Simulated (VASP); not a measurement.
Set up this calculation in VASP 6.6.1, as the native input.

```
Task                   : single point
Functional             : PBE
Potentials or basis    : VASP PAW PBE potentials, release 64 (Ni_sv_GW, O)
Cutoff                 : 700 eV
k mesh                 : 6 × 6 × 4
Occupations            : gaussian, width 0.1 eV
Spin                   : no spin polarisation
Dipole correction      : no
Further INCAR settings : ALGO = Normal; EDIFF = 1e-06; NBANDS = 32
```

The structure of NiO lies in POSCAR:

```
NiO
1.0
    3.4253685993      0.0000000000      0.0000000000
    0.0000000000      2.6459063291      0.0000000000
   -0.0533217743      0.0000000000      5.0038205324
Ni O
2 2
Direct
    0.0000000000      0.0000000000      0.0000000000
    0.0000000000      0.0000000000      0.5000000000
    0.8295059745      0.5000000000      0.2488150590
    0.1704940255      0.5000000000      0.7511849410
```

The input as run:

INCAR

```
SYSTEM = NiO
PREC = Accurate ; ENCUT = 700
EDIFF = 1E-6 ; ISMEAR = 0
SIGMA = 0.1 ; LREAL = .FALSE.
LASPH = .TRUE. ; NELM = 120
ALGO = Normal ; ISIF = 2
LWAVE = .FALSE. ; LCHARG = .TRUE.
GGA = PE ; LELF = .TRUE.
LVHAR = .TRUE. ; NBANDS = 32
GGA_COMPAT = .FALSE.
```

KPOINTS

```
Automatic mesh
0
G
  6 6 4
  0 0 0
```

Potentials or basis: VASP PAW PBE potentials, release 64 (Ni_sv_GW, O).

The run is started by

```bash
$ cat potpaw_PBE.64/Ni_sv_GW/POTCAR potpaw_PBE.64/O/POTCAR > POTCAR
$ mpirun -np 1 vasp_std > vasp.out
```

It gave:

```
Pressure               : -0.2 GPa
Largest force          : 0.060 eV/Å
Band gap on the k mesh : zero (bands 24 and 25 overlap by 0.08 eV)
```

Caveat: the k points lie up to 0.40 Å⁻¹ apart; the run has no spin polarisation, though such a crystal can be magnetic; semilocal functionals often make such compounds metallic where correlation or magnetic order opens a gap, which also shifts bond lengths.

It took 100 s on 1 thread of Intel(R) Xeon(R) 6975P-C (Granite Rapids), with other jobs on the host, peak memory 0.26 GiB.
